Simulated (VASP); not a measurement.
Yb, 1 atom in the cell. Symmetry: I4/mmm, No. 139, tetragonal system. Conventional cell: a = 3.923 Å, b = 3.923 Å, c = 4.074 Å, α = 90.00°, β = 90.00°, γ = 90.00°. Within 4.5 Å of Yb (site symmetry 4/mmm) lie 14 Yb at 3.44 to 4.07 Å.  This cell differs from its parent crystal: volume 31.356 Å^3 an atom, c/a of the conventional cell 0.7343.

| Property | Result |
| --- | --- |
| Program | VASP 6.6.1 |
| Task | single point |
| Functional | PBE |
| Potentials or basis | VASP PAW PBE potentials, release 64 (Yb) |
| Cutoff | 520 eV |
| k mesh | 16 × 16 × 16 |
| Occupations | gaussian, width 0.15 eV |
| Spin | no spin polarisation |
| Dipole correction | no |
| Further INCAR settings | ALGO = Fast; EDIFF = 1e-07; NBANDS = 18 |

Potentials or basis: VASP PAW PBE potentials, release 64 (Yb).

Launch:

```bash
$ cat potpaw_PBE.64/Yb/POTCAR > POTCAR
$ mpirun -np 1 vasp_std > vasp.out
```

Hardware: 1 thread of Intel(R) Xeon(R) 6975P-C (Granite Rapids), with other jobs on the host.

**Question.** How long does it take, and how much memory?

**Answer.** Run time: 7.7 min on 1 thread of Intel(R) Xeon(R) 6975P-C (Granite Rapids), with other jobs on the host, peak memory 0.35 GiB. Counts: scf iterations 50, k points 349.
